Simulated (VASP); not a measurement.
# Al2H (R3m) in VASP: single point with PBE

Aim: the single point of Al2H with PBE.

Program: VASP 6.6.1. These are calculated values, not measurements. Logs are shortened: lines on timing, memory, paths and dates and some standing lists are left out, and cuts for length are marked.

### Step 1. The cell of the first run

Symmetry: R3m, No. 160, trigonal system. The conventional cell has a = 2.833 Å, b = 2.833 Å, c = 16.279 Å, α = 90.00°, β = 90.00°, γ = 120.00°. Within 2.6 Å of Al (site symmetry 3m) lie 3 H at 1.98 Å. Within 2.6 Å of Al (site symmetry 3m) lie 1 H at 1.95 Å. H (site symmetry 3m) has 4 Al at 1.95 to 1.98 Å within 2.6 Å.

### Step 2. Single point, PBE

INCAR

```
SYSTEM = Al2H
  PREC = Accurate
  ENCUT = 500
  EDIFF = 1E-6
  ISMEAR = 0
  SIGMA = 0.2
  LREAL = .FALSE.
  LASPH = .TRUE.
  NELM = 120
  ALGO = Normal
  ISIF = 2
  LWAVE = .FALSE.
  LCHARG = .FALSE.
  GGA = PE
  NBANDS = 10
  GGA_COMPAT = .FALSE.
```

KPOINTS

```
regular mesh
0
G
  8 8 8
  0 0 0
```

POSCAR

```
Al2H
1.0
    1.4164793216      0.8178047176      5.4264619730
   -1.4164793216      0.8178047176      5.4264619730
    0.0000000000     -1.6356094352      5.4264619730
Al H
2 1
Direct
    0.4839450981      0.4839450981      0.4839450981
    0.0053742527      0.0053742527      0.0053742527
    0.8856806492      0.8856806492      0.8856806492
```

Potentials or basis: VASP PAW PBE potentials, release 64 (Al, H).

Command:

```console
$ cat potpaw_PBE.64/Al/POTCAR potpaw_PBE.64/H/POTCAR > POTCAR
$ mpirun -np 1 vasp_std > vasp.out
```

OUTCAR:

```text
SYSTEM = Al2H
   PREC = Accurate
   ENCUT = 500
   EDIFF = 1E-6
   ISMEAR = 0
   LREAL = .FALSE.
   LASPH = .TRUE.
   NELM = 120
   ISIF = 2
   GGA = PE

 ion  position               nearest neighbor table
   1  0.484  0.484  0.484-   3 1.98   3 1.98   3 1.98   2 2.87   2 2.87   2 2.87
   2  0.005  0.005  0.005-   3 1.95   1 2.87   1 2.87   1 2.87
   3  0.886  0.886  0.886-   2 1.95   1 1.98   1 1.98   1 1.98

  LATTYP: Found a trigonal (rhomboedric) cell.
 ALAT       =     5.6676015888
 COS(alpha) =     0.8750742842

  Lattice vectors:

 A1 = (   1.4164793216,   0.8178047176,   5.4264619730)
 A2 = (  -1.4164793216,   0.8178047176,   5.4264619730)
 A3 = (   0.0000000000,  -1.6356094352,   5.4264619730)

Analysis of symmetry for initial positions (statically):
=====================================================================
 Subroutine PRICEL returns:
 Original cell was already a primitive cell.

 Routine SETGRP: Setting up the symmetry group for a
 trigonal (rhombohedral) supercell.

 Subroutine GETGRP returns: Found  6 space group operations
 (whereof  6 operations were pure point group operations)
 out of a pool of 12 trial point group operations.

The static configuration has the point symmetry C_3v.

Analysis of symmetry for dynamics (positions and initial velocities):
=====================================================================
 Subroutine PRICEL returns:
 Original cell was already a primitive cell.

 Routine SETGRP: Setting up the symmetry group for a
 trigonal (rhombohedral) supercell.

 Subroutine GETGRP returns: Found  6 space group operations
 (whereof  6 operations were pure point group operations)
 out of a pool of 12 trial point group operations.

The dynamic configuration has the point symmetry C_3v.

 Subroutine INISYM returns: Found  6 space group operations
 (whereof  6 operations are pure point group operations),
 and found     1 'primitive' translations

----------------------------------------------------------------------------------------

                                     Primitive cell

  volume of cell :      37.7162

  direct lattice vectors                    reciprocal lattice vectors
     1.416479322  0.817804718  5.426461973     0.352987857  0.203797634  0.061427378
    -1.416479322  0.817804718  5.426461973    -0.352987857  0.203797634  0.061427378
     0.000000000 -1.635609435  5.426461973     0.000000000 -0.407595268  0.061427378

  length of vectors
     5.667601589  5.667601589  5.667601589     0.412198042  0.412198042  0.412198042

  position of ions in fractional coordinates (direct lattice)
     0.483945098  0.483945098  0.483945098
     0.005374253  0.005374253  0.005374253
     0.885680649  0.885680649  0.885680649

  ion indices of the primitive-cell ions
   primitive index   ion index
                 1           1
                 2           2
                 3           3

----------------------------------------------------------------------------------------

 KPOINTS: regular mesh

Automatic generation of k-mesh.
 Grid dimensions read from file:
 generate k-points for:    8    8    8

 Generating k-lattice:

  Cartesian coordinates                     Fractional coordinates (reciprocal lattice)
     0.044123482  0.025474704  0.007678422     0.125000000 -0.000000000  0.000000000
    -0.044123482  0.025474704  0.007678422    -0.000000000  0.125000000  0.000000000
     0.000000000 -0.050949409  0.007678422     0.000000000  0.000000000  0.125000000

  Length of vectors
     0.051524755  0.051524755  0.051524755

  Shift w.r.t. Gamma in fractional coordinates (k-lattice)
     0.000000000  0.000000000  0.000000000

 Subroutine IBZKPT returns following result:
 ===========================================

 Found     65 irreducible k-points:

 Following reciprocal coordinates:
            Coordinates               Weight
  0.000000  0.000000  0.000000      1.000000
  0.125000 -0.000000  0.000000      6.000000
  0.250000 -0.000000  0.000000      6.000000
  0.375000  0.000000  0.000000      6.000000
  0.500000 -0.000000  0.000000      3.000000
  0.125000  0.125000  0.000000      6.000000
[... 16 lines left out ...]
  0.250000  0.125000  0.125000      6.000000
  0.375000  0.125000  0.125000      6.000000
 [... further k-points ...]
   k-points           NKPTS =     65   k-points in BZ     NKDIM =     65   number of bands    NBANDS=     10
   number of dos      NEDOS =    301   number of ions     NIONS =      3
   total plane-waves  NPLWV =  74088
   dimension x,y,z NGX =    42 NGY =   42 NGZ =   42
   dimension x,y,z NGXF=    84 NGYF=   84 NGZF=   84
   ions per type =               2   1
   NGX,Y,Z   is equivalent  to a cutoff of  12.32, 12.32, 12.32 a.u.
   NGXF,Y,Z  is equivalent  to a cutoff of  24.64, 24.64, 24.64 a.u.
 SYSTEM =  Al2H
   PREC   = accura    normal or accurate (medium, high low for compatibility)
   ISTART =      0    job   : 0-new  1-cont  2-samecut
   ICHARG =      2    charge: 1-file 2-atom 10-const
   ISPIN  =      1    spin polarized calculation?
   LNONCOLLINEAR =      F non collinear calculations
   LSORBIT =      F    spin-orbit coupling
   LASPH  =      T    aspherical Exc in radial PAW
   ENCUT  =  500.0 eV  36.75 Ry    6.06 a.u.  10.33 10.33 10.33*2*pi/ulx,y,z
   NELM   =    120;   NELMIN=  2; NELMDL= -5     # of ELM steps
   EDIFF  = 0.1E-05   stopping-criterion for ELM
   LREAL  =      F    real-space projection
   EDIFFG = 0.1E-04   stopping-criterion for IOM
   NSW    =      0    number of steps for IOM
   IBRION =     -1    ionic relax: 0-MD 1-quasi-New 2-CG
   NFREE  =      0    steps in history (QN), initial steepest desc. (CG)
   ISIF   =      2    stress and relaxation
   ISYM   =      2    0-nonsym 1-usesym 2-fastsym
   POTIM  = 0.5000    time-step for ionic-motion
   TEBEG  =    0.0;   TEEND  =   0.0 temperature during run
   PSTRESS=    0.0 pullay stress
   NELECT =       7.0000    total number of electrons
   NUPDOWN=      -1.0000    fix difference up-down
   EMIN   =  10.00;   EMAX   =-10.00  energy-range for DOS
   EFERMI =   0.00;   METHOD = LEGACY
   ISMEAR =     0;   SIGMA  =   0.20  broadening in eV -4-tet -1-fermi 0-gaus
   EFERMI_NEDOS =   21; number of points for ismear=-14 and -15
   IALGO  =     38    algorithm
   IMIX   =      4    mixing-type and parameters
     AMIX     =   0.40;   BMIX     =  1.00
     AMIX_MAG =   1.60;   BMIX_MAG =  1.00
  volume/ion in A,a.u.               =      12.57        84.84
  Fermi-wavevector in a.u.,A,eV,Ry     =   0.933824  1.764671 11.864643  0.872027
  Thomas-Fermi vector in A             =   2.060565
   LORBIT       =      0    0 simple, 1 ext, 2 COOP (PROOUT), +10 PAW based schemes
   GGA     = PE    functional components
   LHFCALC =     F    Hartree Fock is set to
   AEXX    =    0.0000 exact exchange contribution
   IVDW    =     0    specifies the selected vdW correction
   LEPSILON=     F    determine dielectric tensor
   LRPA    =     F    only Hartree local field effects (RPA)
 non-spin polarized calculation
 Gauss-broadening in eV      SIGMA  =   0.20
  energy-cutoff  :      500.00
  volume of cell :       37.72
 maximum number of plane-waves:       969
 NGX is ok and might be reduce to    42
   NGX = 21   NGY = 21   NGZ = 21

 number of electron       7.0000000 magnetization

 Free energy of the ion-electron system (eV)
  ---------------------------------------------------
  ext. energy  EPLUGINS =         0.00000000
  ---------------------------------------------------
  free energy    TOTEN  =       -10.18489284 eV

  energy without entropy =      -10.16524609  energy(sigma->0) =      -10.17506946

 E-fermi :   7.2257     XC(G=0): -10.0120

 val. band max:        7.2221147068   @ k =  -0.3750   0.1250  -0.0000
 cond. band min:       7.2829433184   @ k =   0.5000   0.5000   0.5000
 fundamental gap:      0.0608286116
 Fermi energy:         7.2256943255

 k-point     1 :       0.0000    0.0000    0.0000
  band No.  band energies     occupation
      1      -4.5311      2.00000
      2      -0.0901      2.00000
      3       1.3290      2.00000
      4      13.6801      0.00000
      5      14.9894      0.00000
      6      17.9721      0.00000
      7      18.7281      0.00000
      8      18.7281      0.00000
      9      18.9484      0.00000
     10      18.9484      0.00000

 k-point     2 :       0.1250   -0.0000    0.0000
  band No.  band energies     occupation
      1      -4.1562      2.00000
      2       0.1647      2.00000
      3       1.8024      2.00000
      4      13.0111      0.00000
      5      14.4917      0.00000
      6      15.0110      0.00000
      7      16.5038      0.00000
      8      16.6576      0.00000
      9      17.9824      0.00000
     10      18.1142      0.00000

 k-point     3 :       0.2500   -0.0000    0.0000
  band No.  band energies     occupation
      1      -3.0501      2.00000
      2       0.9759      2.00000
      3       3.1176      2.00000
      4       9.4359      0.00000
      5      11.3403      0.00000
      6      14.0598      0.00000
      7      15.1059      0.00000
      8      15.7055      0.00000
      9      16.3704      0.00000
     10      16.8688      0.00000

 k-point     4 :       0.3750    0.0000    0.0000
  band No.  band energies     occupation
      1      -1.3082      2.00000
      2       2.2800      2.00000
      3       4.5881      2.00000
      4       6.4080      2.00000
      5       8.1435      0.00000
      6      11.9638      0.00000
      7      14.1894      0.00000
      8      14.6634      0.00000
      9      15.2931      0.00000
     10      15.3874      0.00000

 k-point     5 :       0.5000   -0.0000    0.0000
  band No.  band energies     occupation
      1       0.2002      2.00000
      2       2.5043      2.00000
      3       4.4090      2.00000
      4       5.7847      2.00000
      5       8.3324      0.00000
      6       9.0015      0.00000
      7      13.8876      0.00000
      8      14.5403      0.00000
      9      14.9292      0.00000
     10      15.0452      0.00000

 k-point     6 :       0.1250    0.1250    0.0000
  band No.  band energies     occupation
      1      -4.1341      2.00000
      2      -0.0549      2.00000
      3       2.0706      2.00000
      4      12.6975      0.00000
      5      14.2280      0.00000
      6      15.4378      0.00000
      7      16.4219      0.00000
      8      16.6042      0.00000
      9      17.6250      0.00000
     10      18.6773      0.00000
[... 183 lines left out ...]
 k-point    21 :       0.5000    0.5000    0.0000
  band No.  band energies     occupation
      1       0.3517      2.00000
      2       2.8121      2.00000
      3       3.5027      2.00000
      4       5.1586      2.00000
      5       9.4296      0.00000
      6      10.4377      0.00000
      7      13.2486      0.00000
      8      14.1768      0.00000
      9      15.2236      0.00000
     10      16.0328      0.00000

 k-point    22 :       0.1250    0.1250    0.1250
  band No.  band energies     occupation
      1      -4.4644      2.00000
      2      -0.6825      2.00000
      3       2.0672      2.00000
      4      12.2191      0.00000
      5      16.2670      0.00000
      6      18.2042      0.00000
      7      18.6003      0.00000
      8      18.6003      0.00000
      9      19.0392      0.00000
     10      19.0392      0.00000

 k-point    23 :       0.2500    0.1250    0.1250
  band No.  band energies     occupation
      1      -4.0470      2.00000
      2      -0.6118      2.00000
      3       2.8185      2.00000
      4      11.6992      0.00000
      5      13.9218      0.00000
      6      15.6541      0.00000
      7      16.7959      0.00000
      8      17.6540      0.00000
      9      17.8691      0.00000
     10      18.3984      0.00000

 k-point    24 :       0.3750    0.1250    0.1250
  band No.  band energies     occupation
      1      -2.9048      2.00000
      2       0.1749      2.00000
      3       4.2133      2.00000
      4       9.2738      0.00000
      5      11.7291      0.00000
      6      12.6746      0.00000
      7      15.1570      0.00000
      8      15.1897      0.00000
      9      16.2809      0.00000
     10      17.1284      0.00000

 [... further k-points ...]

------------------------ aborting loop because EDIFF is reached ----------------------------------------

  FORCE on cell =-STRESS in cart. coord.  units (eV):
  Direction    XX          YY          ZZ          XY          YZ          ZX
  --------------------------------------------------------------------------------------
  -------------------------------------------------------------------------------------
  Total       -0.0323334     -0.0323334      0.0070013      0.0000000      0.0000000      0.0000000
  in kB       -1.3735172     -1.3735172      0.2974138      0.0000000      0.0000000      0.0000000
  external PRESSURE =      -0.8165402 kB  Pullay stress =       0.0000000 kB

 VOLUME and BASIS-vectors are now :
 -----------------------------------------------------------------------------
  energy-cutoff  :      500.00
  volume of cell :       37.72
      direct lattice vectors                 reciprocal lattice vectors
     1.416479322  0.817804718  5.426461973     0.352987857  0.203797634  0.061427378
    -1.416479322  0.817804718  5.426461973    -0.352987857  0.203797634  0.061427378
     0.000000000 -1.635609435  5.426461973     0.000000000 -0.407595268  0.061427378

 POSITION                                       TOTAL-FORCE (eV/Angst)
 -----------------------------------------------------------------------------------
      0.00000      0.00000      7.87833         0.000000     -0.000000      0.011917
      0.00000      0.00000      0.08749         0.000000     -0.000000     -0.004667
      0.00000      0.00000     14.41834         0.000000      0.000000     -0.007249
 -----------------------------------------------------------------------------------
    total drift:                               -0.000000      0.000000      0.000148

  FREE ENERGIE OF THE ION-ELECTRON SYSTEM (eV)
  ---------------------------------------------------
  free  energy   TOTEN  =       -10.1848928358 eV

  energy  without entropy=      -10.1652460877  energy(sigma->0) =      -10.17506946
```

Wall time 2.1 min (1 thread of Intel Xeon 8259CL, shared host); peak memory 0.24 GiB.

Results:

- Free energy: -10.1849 eV
- Pressure: -0.1 GPa
- Largest force: 0.012 eV/Å

Forces in eV/Å, atoms in the order of the input:
```
Al   0.000  0.000  0.012
Al   0.000  0.000 -0.005
H    0.000  0.000 -0.007
```
